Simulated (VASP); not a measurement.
# Ru (P6_3/mmc) in VASP: notebook

Runs on Ru. Level: PBE. Tasks: single point, relaxation of cell and atoms.

Program: VASP 6.6.1. These are calculated values, not measurements. Logs are shortened: lines on timing, memory, paths and dates and some standing lists are left out, and cuts for length are marked.

### Step 1. The cell of the first run

The structure is hexagonal, space group P6_3/mmc (No. 194). Conventional cell: a = 2.720 Å, b = 2.720 Å, c = 4.297 Å, α = 90.00°, β = 90.00°, γ = 120.00°. Within 3.5 Å of Ru (site symmetry -6m2) lie 12 Ru at 2.66 to 2.72 Å.

### Step 2. Single point, PBE

INCAR reads:

```
PREC     = Accurate       # precision mode
ENCUT    = 520            # plane-wave cutoff, eV
EDIFF    = 1E-6           # SCF threshold, eV
ISMEAR   = 0              # smearing method
SIGMA    = 0.1            # smearing width, eV
LREAL    = False          # projectors in reciprocal space
LASPH    = True           # aspherical terms in the spheres
NELM     = 60             # most SCF steps
ALGO     = Normal         # electronic algorithm
ISIF     = 2              # what is computed and relaxed
LWAVE    = False          # write WAVECAR
LCHARG   = False          # write CHGCAR
GGA      = PE             # functional
NBANDS   = 21             # bands
```

KPOINTS reads:

```
regular mesh
0
Gamma
  18 18 10
```

POSCAR reads:

```
Ru
1.0
    2.7197977465      0.0000000000      0.0000000000
   -1.3598988732      2.3554139416      0.0000000000
    0.0000000000      0.0000000000      4.2966597645
Ru
2
Direct
    0.3333333333      0.6666666667      0.2500000000
    0.6666666667      0.3333333333      0.7500000000
```

Potentials or basis: VASP PAW PBE potentials, release 64 (Ru_pv).

The run is started by

```console
$ cat potpaw_PBE.64/Ru_pv/POTCAR > POTCAR
$ mpirun -np 1 vasp_std > vasp.out
```

OUTCAR:

```text
PREC = Accurate
   ENCUT = 520
   EDIFF = 1E-6
   ISMEAR = 0
   LREAL = False
   LASPH = True
   NELM = 60
   ISIF = 2
   GGA = PE

 ion  position               nearest neighbor table
   1  0.333  0.667  0.250-   2 2.66   2 2.66   2 2.66   2 2.66   2 2.66   2 2.66
   2  0.667  0.333  0.750-   1 2.66   1 2.66   1 2.66   1 2.66   1 2.66   1 2.66

  LATTYP: Found a hexagonal cell.
 ALAT       =     2.7197977465
 C/A-ratio  =     1.5797717937

  Lattice vectors:

 A1 = (   2.7197977465,   0.0000000000,   0.0000000000)
 A2 = (  -1.3598988732,   2.3554139416,   0.0000000000)
 A3 = (   0.0000000000,   0.0000000000,   4.2966597645)

Analysis of symmetry for initial positions (statically):
=====================================================================
 Subroutine PRICEL returns:
 Original cell was already a primitive cell.

 Routine SETGRP: Setting up the symmetry group for a
 hexagonal supercell.

 Subroutine GETGRP returns: Found 24 space group operations
 (whereof 12 operations were pure point group operations)
 out of a pool of 24 trial point group operations.

The static configuration has the point symmetry D_3d.
 The point group associated with its full space group is D_6h.

Analysis of symmetry for dynamics (positions and initial velocities):
=====================================================================
 Subroutine PRICEL returns:
 Original cell was already a primitive cell.

 Routine SETGRP: Setting up the symmetry group for a
 hexagonal supercell.

 Subroutine GETGRP returns: Found 24 space group operations
 (whereof 12 operations were pure point group operations)
 out of a pool of 24 trial point group operations.

The dynamic configuration has the point symmetry D_3d.
 The point group associated with its full space group is D_6h.

 Subroutine INISYM returns: Found 24 space group operations
 (whereof 12 operations are pure point group operations),
 and found     1 'primitive' translations

----------------------------------------------------------------------------------------

                                     Primitive cell

  volume of cell :      27.5255

  direct lattice vectors                    reciprocal lattice vectors
     2.719797746  0.000000000  0.000000000     0.367674398  0.212276913  0.000000000
    -1.359898873  2.355413942  0.000000000     0.000000000  0.424553826  0.000000000
     0.000000000  0.000000000  4.296659765     0.000000000  0.000000000  0.232738931

  length of vectors
     2.719797746  2.719797746  4.296659765     0.424553826  0.424553826  0.232738931

  position of ions in fractional coordinates (direct lattice)
     0.333333333  0.666666667  0.250000000
     0.666666667  0.333333333  0.750000000

  ion indices of the primitive-cell ions
   primitive index   ion index
                 1           1
                 2           2

----------------------------------------------------------------------------------------

 KPOINTS: regular mesh

Automatic generation of k-mesh.
 Grid dimensions read from file:
 generate k-points for:   18   18   10

 Generating k-lattice:

  Cartesian coordinates                     Fractional coordinates (reciprocal lattice)
     0.020426355  0.011793162  0.000000000     0.055555556  0.000000000  0.000000000
     0.000000000  0.023586324  0.000000000     0.000000000  0.055555556  0.000000000
     0.000000000  0.000000000  0.023273893     0.000000000  0.000000000  0.100000000

  Length of vectors
     0.023586324  0.023586324  0.023273893

  Shift w.r.t. Gamma in fractional coordinates (k-lattice)
     0.000000000  0.000000000  0.000000000

 Subroutine IBZKPT returns following result:
 ===========================================

 Found    222 irreducible k-points:

 Following reciprocal coordinates:
            Coordinates               Weight
  0.000000  0.000000  0.000000      1.000000
  0.055556 -0.000000  0.000000      6.000000
  0.111111 -0.000000  0.000000      6.000000
  0.166667 -0.000000  0.000000      6.000000
  0.222222 -0.000000  0.000000      6.000000
  0.277778  0.000000  0.000000      6.000000
[... 16 lines left out ...]
  0.333333  0.111111  0.000000     12.000000
  0.388889  0.111111  0.000000     12.000000
 [... further k-points ...]
   k-points           NKPTS =    222   k-points in BZ     NKDIM =    222   number of bands    NBANDS=     21
   number of dos      NEDOS =    301   number of ions     NIONS =      2
   total plane-waves  NPLWV =  12800
   dimension x,y,z NGX =    20 NGY =   20 NGZ =   32
   dimension x,y,z NGXF=    40 NGYF=   40 NGZF=   64
   ions per type =               2
   NGX,Y,Z   is equivalent  to a cutoff of  12.22, 12.22, 12.38 a.u.
   NGXF,Y,Z  is equivalent  to a cutoff of  24.45, 24.45, 24.76 a.u.
 SYSTEM =  unknown system
   PREC   = accura    normal or accurate (medium, high low for compatibility)
   ISTART =      0    job   : 0-new  1-cont  2-samecut
   ICHARG =      2    charge: 1-file 2-atom 10-const
   ISPIN  =      1    spin polarized calculation?
   LNONCOLLINEAR =      F non collinear calculations
   LSORBIT =      F    spin-orbit coupling
   LASPH  =      T    aspherical Exc in radial PAW
   ENCUT  =  520.0 eV  38.22 Ry    6.18 a.u.   5.06  5.06  7.99*2*pi/ulx,y,z
   NELM   =     60;   NELMIN=  2; NELMDL= -5     # of ELM steps
   EDIFF  = 0.1E-05   stopping-criterion for ELM
   LREAL  =      F    real-space projection
   EDIFFG = 0.1E-04   stopping-criterion for IOM
   NSW    =      0    number of steps for IOM
   IBRION =     -1    ionic relax: 0-MD 1-quasi-New 2-CG
   NFREE  =      0    steps in history (QN), initial steepest desc. (CG)
   ISIF   =      2    stress and relaxation
   ISYM   =      2    0-nonsym 1-usesym 2-fastsym
   POTIM  = 0.5000    time-step for ionic-motion
   TEBEG  =    0.0;   TEEND  =   0.0 temperature during run
   PSTRESS=    0.0 pullay stress
   NELECT =      28.0000    total number of electrons
   NUPDOWN=      -1.0000    fix difference up-down
   EMIN   =  10.00;   EMAX   =-10.00  energy-range for DOS
   EFERMI =   0.00;   METHOD = LEGACY
   ISMEAR =     0;   SIGMA  =   0.10  broadening in eV -4-tet -1-fermi 0-gaus
   EFERMI_NEDOS =   21; number of points for ismear=-14 and -15
   IALGO  =     38    algorithm
   IMIX   =      4    mixing-type and parameters
     AMIX     =   0.40;   BMIX     =  1.00
     AMIX_MAG =   1.60;   BMIX_MAG =  1.00
  volume/ion in A,a.u.               =      13.76        92.88
  Fermi-wavevector in a.u.,A,eV,Ry     =   1.646453  3.111344 36.882758  2.710806
  Thomas-Fermi vector in A             =   2.736078
   LORBIT       =      0    0 simple, 1 ext, 2 COOP (PROOUT), +10 PAW based schemes
   GGA     = PE    functional components
   LHFCALC =     F    Hartree Fock is set to
   AEXX    =    0.0000 exact exchange contribution
   IVDW    =     0    specifies the selected vdW correction
   LEPSILON=     F    determine dielectric tensor
   LRPA    =     F    only Hartree local field effects (RPA)
 non-spin polarized calculation
 Gauss-broadening in eV      SIGMA  =   0.10
  energy-cutoff  :      520.00
  volume of cell :       27.53
 maximum number of plane-waves:       759
   NGX = 11   NGY = 11   NGZ = 15

 number of electron      28.0000013 magnetization

 Free energy of the ion-electron system (eV)
  ---------------------------------------------------
  ext. energy  EPLUGINS =         0.00000000
  ---------------------------------------------------
  free energy    TOTEN  =       -18.47174674 eV

  energy without entropy =      -18.46243510  energy(sigma->0) =      -18.46709092

 E-fermi :  12.5875     XC(G=0): -14.0350

 val. band max:       12.5850583982   @ k =   0.1667   0.1111   0.3000
 cond. band min:      12.5899724374   @ k =   0.4444   0.1111   0.5000
 fundamental gap:      0.0049140393
 Fermi energy:        12.5875366744

 k-point     1 :       0.0000    0.0000    0.0000
  band No.  band energies     occupation
      1     -31.0047      2.00000
      2     -30.1115      2.00000
      3     -30.1115      2.00000
      4     -29.9469      2.00000
      5     -29.9469      2.00000
      6     -29.9075      2.00000
[... 13 lines left out ...]
     20      23.0348      0.00000
     21      23.0483      0.00000

 k-point     2 :       0.0556   -0.0000    0.0000
  band No.  band energies     occupation
      1     -30.9946      2.00000
      2     -30.1328      2.00000
      3     -30.1188      2.00000
      4     -29.9693      2.00000
      5     -29.9498      2.00000
      6     -29.9122      2.00000
[... 13 lines left out ...]
     20      23.0348      0.00000
     21      23.0476      0.00000

 k-point     3 :       0.1111   -0.0000    0.0000
  band No.  band energies     occupation
      1     -30.9649      2.00000
      2     -30.1943      2.00000
      3     -30.1394      2.00000
      4     -30.0331      2.00000
      5     -29.9585      2.00000
      6     -29.9264      2.00000
[... 13 lines left out ...]
     20      23.0348      0.00000
     21      23.0455      0.00000

 k-point     4 :       0.1667   -0.0000    0.0000
  band No.  band energies     occupation
      1     -30.9174      2.00000
      2     -30.2886      2.00000
      3     -30.1701      2.00000
      4     -30.1292      2.00000
      5     -29.9724      2.00000
      6     -29.9501      2.00000
[... 13 lines left out ...]
     20      23.0348      0.00000
     21      23.0430      0.00000

 k-point     5 :       0.2222   -0.0000    0.0000
  band No.  band energies     occupation
      1     -30.8551      2.00000
      2     -30.4044      2.00000
      3     -30.2443      2.00000
      4     -30.2068      2.00000
      5     -29.9904      2.00000
      6     -29.9831      2.00000
[... 13 lines left out ...]
     20      23.0347      0.00000
     21      23.0407      0.00000
[... 382 lines left out ...]
     20      23.0346      0.00000
     21      23.0393      0.00000

 k-point    22 :       0.2778    0.1111    0.0000
  band No.  band energies     occupation
      1     -30.6813      2.00000
      2     -30.6304      2.00000
      3     -30.5021      2.00000
      4     -30.2924      2.00000
      5     -30.0883      2.00000
      6     -30.0779      2.00000
[... 13 lines left out ...]
     20      23.0337      0.00000
     21      23.0357      0.00000

 k-point    23 :       0.3333    0.1111    0.0000
  band No.  band energies     occupation
      1     -30.7186      2.00000
      2     -30.6063      2.00000
      3     -30.5616      2.00000
      4     -30.3374      2.00000
      5     -30.1406      2.00000
      6     -30.0980      2.00000
[... 13 lines left out ...]
     20      23.0345      0.00000
     21      23.2947      0.00000

 k-point    24 :       0.3889    0.1111    0.0000
  band No.  band energies     occupation
      1     -30.7759      2.00000
      2     -30.6003      2.00000
      3     -30.5455      2.00000
      4     -30.3663      2.00000
      5     -30.1866      2.00000
      6     -30.1110      2.00000
[... 13 lines left out ...]
     20      23.0340      0.00000
     21      23.6436      0.00000

 [... further k-points ...]

------------------------ aborting loop because EDIFF is reached ----------------------------------------

  FORCE on cell =-STRESS in cart. coord.  units (eV):
  Direction    XX          YY          ZZ          XY          YZ          ZX
  --------------------------------------------------------------------------------------
  -------------------------------------------------------------------------------------
  Total       -0.0087231     -0.0087231     -0.0088995     -0.0000000      0.0000000     -0.0000000
  in kB       -0.5077471     -0.5077471     -0.5180113     -0.0000000      0.0000000     -0.0000000
  external PRESSURE =      -0.5111685 kB  Pullay stress =       0.0000000 kB

 VOLUME and BASIS-vectors are now :
 -----------------------------------------------------------------------------
  energy-cutoff  :      520.00
  volume of cell :       27.53
      direct lattice vectors                 reciprocal lattice vectors
     2.719797746  0.000000000  0.000000000     0.367674398  0.212276913  0.000000000
    -1.359898873  2.355413942  0.000000000     0.000000000  0.424553826  0.000000000
     0.000000000  0.000000000  4.296659765     0.000000000  0.000000000  0.232738931

 POSITION                                       TOTAL-FORCE (eV/Angst)
 -----------------------------------------------------------------------------------
     -0.00000      1.57028      1.07416        -0.000000      0.000000      0.000000
      1.35990      0.78514      3.22249         0.000000     -0.000000      0.000000
 -----------------------------------------------------------------------------------
    total drift:                               -0.000000      0.000000     -0.000000

  FREE ENERGIE OF THE ION-ELECTRON SYSTEM (eV)
  ---------------------------------------------------
  free  energy   TOTEN  =       -18.4717467429 eV

  energy  without entropy=      -18.4624351025  energy(sigma->0) =      -18.46709092
```

It took 1.7 min on 1 thread of Intel Xeon Platinum 8259CL at 2.50GHz (Skylake/Cascade Lake), shared host; peak memory 0.21 GiB.

What came out:

* Free energy: -18.4717 eV
* Pressure: -0.1 GPa
* Band gap on the k mesh: zero (bands 14 and 15 overlap by 3.07 eV)

Levels at points of the mesh, in eV from the Fermi level:
```
           k point  band 12  band 13  band 14  band 15  band 16  band 17
(0.00, 0.00, 0.00)    -1.86    -1.86    -1.37    -1.37     1.16     1.16
(0.50, 0.00, 0.00)    -1.77    -1.48     1.39     1.80     1.88     3.99
(0.00, 0.00, 0.50)    -2.70    -2.65    -2.65     0.54     0.54     0.54
(0.50, 0.00, 0.50)    -1.03     0.45     0.45     1.64     1.64     3.35
```

### Step 3. Relaxation of cell and atoms, PBE

This run uses another cell than the first one, of 13.57 Å³/atom.

INCAR reads:

```
SYSTEM = Ru
PREC = Accurate
ENCUT = 600
EDIFF = 1E-6
ISMEAR = 0
SIGMA = 0.1
LREAL = .FALSE.
LASPH = .TRUE.
NELM = 100
ALGO = Normal
ISIF = 3
LWAVE = .FALSE.
LCHARG = .FALSE.
GGA = PE
IBRION = 2
NSW = 100
EDIFFG = -0.005
```

KPOINTS reads:

```
Automatic mesh
0
G
  18 18 10
  0 0 0
```

POSCAR reads:

```
Ru
1.0
    2.7057993342      0.0000000000      0.0000000000
   -1.3528996671      2.3432909610      0.0000000000
    0.0000000000      0.0000000000      4.2819000000
Ru
2
Direct
    0.3333333333      0.6666666667      0.2500000000
    0.6666666667      0.3333333333      0.7500000000
```

Potentials or basis: VASP PAW PBE potentials, release 64 (Ru_pv).

The run is started by

```console
$ cat potpaw_PBE.64/Ru_pv/POTCAR > POTCAR
$ mpirun -np 1 vasp_std > vasp.out
```

Wall time 8.2 min (1 thread of Intel Xeon Platinum 8259CL at 2.50GHz (Skylake/Cascade Lake), shared host); peak memory 0.25 GiB.

Results (log left out):

```yaml
Free_energy: -18.4717 eV
Relaxed_volume: 13.76 Å³/atom
Relaxed_cell: a = 2.719 Å, b = 2.719 Å, c = 4.296 Å, α = 90.00°, β = 90.00°, γ = 120.00°
Space_group_after_relaxing_to_0.1_Å: P6_3/mmc (No. 194)
Energy_gained_by_relaxing: 2.5 meV/atom
Ionic_steps: 9
Pressure_after_relaxing: 0.0 GPa
Band_gap_on_the_k_mesh: zero (bands 14 and 15 overlap by 3.07 eV)
```

Step by step:
```tsv
step	energy change (eV)	largest force (eV/Å)	pressure (GPa)	volume (Å³)
1	0.0000	0.0000	4.35	27.15
2	0.0354	0.0000	-11.26	28.62
3	-0.0049	0.0000	-0.07	27.52
4	-0.0049	0.0000	-0.02	27.52
5	-0.0049	0.0000	0.06	27.51
6	-0.0049	0.0000	0.08	27.51
7	-0.0049	0.0000	0.09	27.51
8	-0.0049	0.0000	-0.13	27.53
9	-0.0050	0.0000	0.04	27.51
```

Final structure:
```yaml
crystal:
  lattice:
    - [2.71945, 0.00000, 0.00000]
    - [-1.35972, 2.35511, 0.00000]
    - [0.00000, 0.00000, 4.29608]
  atoms:
    - { symbol: Ru, position: [0.33333, 0.66667, 0.25000] }
    - { symbol: Ru, position: [0.66667, 0.33333, 0.75000] }
```

Levels at points of the mesh, in eV from the Fermi level:
```tsv
k point	band 12	band 13	band 14	band 15	band 16	band 17
(0.00, 0.00, 0.00)	-1.87	-1.87	-1.37	-1.37	1.17	1.17
(0.50, 0.00, 0.00)	-1.77	-1.48	1.39	1.80	1.89	4.00
(0.00, 0.00, 0.50)	-2.70	-2.65	-2.65	0.54	0.54	0.54
(0.50, 0.00, 0.50)	-1.04	0.45	0.45	1.64	1.64	3.35
```

PBE usually gives volumes a little too large and moduli too small. Zero-point motion and thermal expansion aren't in these numbers.
